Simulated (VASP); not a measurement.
Set up this calculation in VASP 6.6.1, as the native input.

```
Task                   : single point
Functional             : PBE
Potentials or basis    : VASP PAW PBE potentials, release 64 (Li_sv, Nb_sv, O)
Cutoff                 : 520 eV
k mesh                 : 6 × 6 × 6
Occupations            : gaussian, width 0.05 eV
Spin                   : no spin polarisation
Dipole correction      : no
Further INCAR settings : ALGO = Normal; EDIFF = 1e-07; NBANDS = 45
```

The structure of LiNbO3 lies in POSCAR:

```
LiNbO3
1.0
    2.5264952167      1.4586726935      4.8498602179
   -2.5264952167      1.4586726935      4.8498602179
    0.0000000000     -2.9173453869      4.8498602180
Li Nb O
2 2 6
Direct
    0.2815913687      0.2815913687      0.2815913687
    0.7815913687      0.7815913687      0.7815913687
    0.0004900497      0.0004900497      0.0004900497
    0.5004900497      0.5004900497      0.5004900497
    0.1104619503      0.3580262714      0.7211003599
    0.7211003599      0.1104619503      0.3580262714
    0.3580262714      0.7211003599      0.1104619503
    0.2211003599      0.8580262714      0.6104619503
    0.8580262714      0.6104619503      0.2211003599
    0.6104619503      0.2211003599      0.8580262714
```

The input as run:

INCAR

```
PREC = Accurate
ENCUT = 520
EDIFF = 1E-7
ISMEAR = 0
SIGMA = 0.05
LREAL = False
LASPH = True
NELM = 80
ALGO = Normal
ISIF = 2
LWAVE = False
LCHARG = False
GGA = PE
NBANDS = 45
```

KPOINTS

```
regular mesh
0
Gamma
  6 6 6
```

Potentials or basis: VASP PAW PBE potentials, release 64 (Li_sv, Nb_sv, O).

The run is started by

```console
$ cat potpaw_PBE.64/Li_sv/POTCAR potpaw_PBE.64/Nb_sv/POTCAR potpaw_PBE.64/O/POTCAR > POTCAR
$ mpirun -np 1 vasp_std > vasp.out
```

Results of the run:

| Item | Value |
| --- | --- |
| Largest force | 0.430 eV/Å |
| Band gap on the k mesh | 3.60 eV (least direct gap 3.61 eV) |

Wall time 2.4 min on 1 thread of Intel(R) Xeon(R) 6975P-C (Granite Rapids), on a shared host, peak memory 0.31 GiB.
